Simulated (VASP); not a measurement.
## Ge: relaxation of cell and atoms with PBE

Crystal: Ge.

```
CELL_PARAMETERS angstrom
2.52135 0.00000 0.00000
0.00000 2.52135 0.00000
0.00000 0.00000 2.52135
ATOMIC_POSITIONS crystal
Ge 0.00000 0.00000 0.00000
```

This isn't the form of Ge at room conditions, which is diamond.

* Program: VASP 6.6.1
* Task: relaxation of cell and atoms
* Functional: PBE
* Potentials or basis: VASP PAW PBE potentials, release 64 (Ge_d)
* Cutoff: 600 eV
* k mesh: 15 × 15 × 15
* Occupations: fermi-dirac, width 0.05 eV
* Spin: no spin polarisation
* Target pressure: 24 GPa
* Dipole correction: no
* Further INCAR settings: ALGO = Normal; EDIFF = 1e-07; IBRION = 2; EDIFFG = -0.005; NSW = 32; ISIF = 3

```
Relaxed volume                                             : 16.04 Å³/atom
Relaxed cell                                               : a = 2.522 Å, b = 2.522 Å, c = 2.522 Å, α = 90.00°, β = 90.00°, γ = 90.00°
Space group after relaxing (to 0.1 Å)                      : Pm-3m (No. 221)
Energy change on relaxing (the run minimises the enthalpy) : -1.3 meV/atom
Ionic steps                                                : 3
Pressure after relaxing                                    : 24.0 GPa
Band gap on the k mesh                                     : zero (bands 7 and 8 overlap by 10.56 eV)
```

Step by step:
```
step  energy change (eV)  largest force (eV/Å)  pressure (GPa)  volume (Å³)
   1              0.0000                0.0000           24.12        16.03
   2             -0.0040                0.0000           23.85        16.06
   3             -0.0013                0.0000           23.99        16.04
```

Final structure:
```xyz
1
Lattice="2.5218 0.0000 0.0000 0.0000 2.5218 0.0000 0.0000 0.0000 2.5218" Properties=species:S:1:pos:R:3 pbc="T T T"
Ge    0.0000    0.0000    0.0000
```

Levels at points of the mesh, in eV from the Fermi level:
```tsv
k point	band 3	band 4	band 5	band 6	band 7	band 8	band 9	band 10	band 11
(0.00, 0.00, 0.00)	-24.52	-24.52	-24.52	-14.65	7.82	7.82	7.82	10.90	10.90
```

Run time: 23 s on 1 thread of AMD EPYC 7R13 Processor (Zen 3), on a shared host, peak memory 0.11 GiB.

Caveat: the cell is relaxed towards a set pressure, so the run minimises the enthalpy, not the energy.
